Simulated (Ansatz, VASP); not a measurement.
PbS: VASP beside Ansatz

```xyz
2
Lattice="0.0000 2.9749 2.9749 2.9749 0.0000 2.9749 2.9749 2.9749 0.0000" Properties=species:S:1:pos:R:3 pbc="T T T"
Pb    0.0000    0.0000    0.0000
S     2.9749    2.9749    2.9749
```

Alike in both runs: task single point; functional PBE; k mesh 8 × 8 × 8; occupations fermi-dirac, width 0.06 eV; no spin polarisation.

|  | VASP | Ansatz |
| --- | --- | --- |
| version | VASP 6.6.1 | Ansatz 0.2 development build |
| potentials or method | VASP PAW PBE potentials, release 64 (Pb_d, S), cutoff 520 eV | all-electron full-potential LAPW, scalar-relativistic |

|  | VASP | Ansatz | Ansatz less VASP |
| --- | --- | --- | --- |
| pressure (GPa) | 1.6 | 1.7 | +0.12 |

Ansatz ran all-electron here, and VASP with PAW potentials.

Neither program's run includes spin-orbit coupling.
